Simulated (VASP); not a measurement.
Set up this calculation in VASP 6.6.1, as the native input.

- Task: single point
- Functional: PBE
- Potentials or basis: VASP PAW PBE potentials, release 64 (Mo_sv)
- Cutoff: 520 eV
- k mesh: 22 × 22 × 22
- Occupations: gaussian, width 0.15 eV
- Spin: no spin polarisation
- Dipole correction: no
- Further INCAR settings: ALGO = Fast; EDIFF = 1e-06; NBANDS = 13

The structure of Mo lies in POSCAR:

```
Mo
1.0
    0.0000000000      1.8462645591      2.4001439268
    1.8462645591      0.0000000000      2.4001439268
    1.8462645591      1.8462645591      0.0000000000
Mo
1
Direct
    0.0000000000      0.0000000000      0.0000000000
```

This cell differs from its parent crystal: ratio of the length along z to the lengths across it x 1.3, volume and fractional coordinates fixed.

The input as run:

INCAR

```
SYSTEM = Mo
  PREC = Accurate
  ENCUT = 520
  EDIFF = 1E-6
  ISMEAR = 0
  SIGMA = 0.15
  LREAL = .False.
  LASPH = .True.
  NELM = 100
  ALGO = Fast
  ISIF = 2
  LWAVE = .False.
  LCHARG = .True.
  GGA = PE
  LELF = .True.
  LVHAR = .True.
  NBANDS = 13
```

KPOINTS

```
Automatic mesh
0
Gamma
  22 22 22
  0 0 0
```

Potentials or basis: VASP PAW PBE potentials, release 64 (Mo_sv).

Command:

```console
$ cat potpaw_PBE.64/Mo_sv/POTCAR > POTCAR
$ mpirun -np 1 vasp_std > vasp.out
```

It gave:

```yaml
Pressure: -1.8 GPa
Band_gap_on_the_k_mesh: zero (band 7 reaches 13.85 eV, above the bottom of band 8 at 11.10 eV)
```

Run time: 94 s on 1 thread of AMD EPYC 9R45 96-Core Processor (Zen 5), with other jobs on the host, peak memory 0.24 GiB.
